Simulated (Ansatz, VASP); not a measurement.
# SnGe5 in VASP and in Ansatz

```
Sn Ge
1.0
     5.63225    0.00000    0.00000
    -2.81613    4.87767    0.00000
     0.00000    0.00000    4.60528
Sn Ge
1 5
Direct
  0.00000 0.00000 0.00000
  0.33333 0.66667 0.00000
  0.66667 0.33333 0.00000
  0.50000 0.00000 0.50000
  0.50000 0.50000 0.50000
  0.00000 0.50000 0.50000
```

Change from the starting cell: species swapped into the NdPt5 type (P6/mmm, No. 191).

Alike in both runs: task single point; functional PBE; k mesh 6 × 6 × 4; occupations gaussian, width 0.1 eV; no spin polarisation.

|  | VASP | Ansatz |
| --- | --- | --- |
| version | VASP 6.6.1 | Ansatz 0.2.0 |
| potentials or method | VASP PAW PBE potentials, release 64 (Sn_d, Ge_d), cutoff 520 eV | scalar-relativistic, plane waves, PAW |
| valence electrons in the cell | 84 | 84 |

Ansatz gave:

| Property | Result |
| --- | --- |
| gap on the k mesh at the Fermi level (eV) | none |
| pressure (GPa) | 3.1 |
| traceless stress, the component that is largest in VASP (GPa) | 4.87 |

Task: What did VASP give for the same quantities?

Result: gap on the k mesh at the Fermi level (eV): none; pressure (GPa): 3.1; traceless stress, the component that is largest in VASP (GPa): 4.90.

A gap of «none» marks a metal or a gap that the smearing closes.
